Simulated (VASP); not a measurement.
The system is PbSe.

```
Pb Se
1.0
     0.00000    2.99817    2.99817
     2.99817    0.00000    2.99817
     2.99817    2.99817    0.00000
Pb Se
1 1
Cartesian
  0.0000 0.0000 0.0000
  2.9982 2.9982 2.9982
```

Program: VASP 6.6.1. Alike in all runs: task single point; potentials or basis VASP PAW PBE potentials, release 64 (Pb_d, Se); no spin polarisation; cell as given; k mesh 4 × 4 × 4; cutoff (eV) 520; smearing fermi-dirac 0.05 eV.

Task: Order these runs on this cell by their pressure, lowest first.
A. level B3LYP5; share of exact exchange 0.2
B. level PBEsol-based global hybrid with 25 % exact exchange; share of exact exchange 0.25
C. level PBE-based screened hybrid with 25 % exact exchange; share of exact exchange 0.25; screening parameter 0.3 1/Å

Result: B (2.9 GPa), C (5.3 GPa), A (9.1 GPa).

Caveats: all runs use coarse meshes; the PAW data sets were made with another functional, which shifts forces and pressure a little.
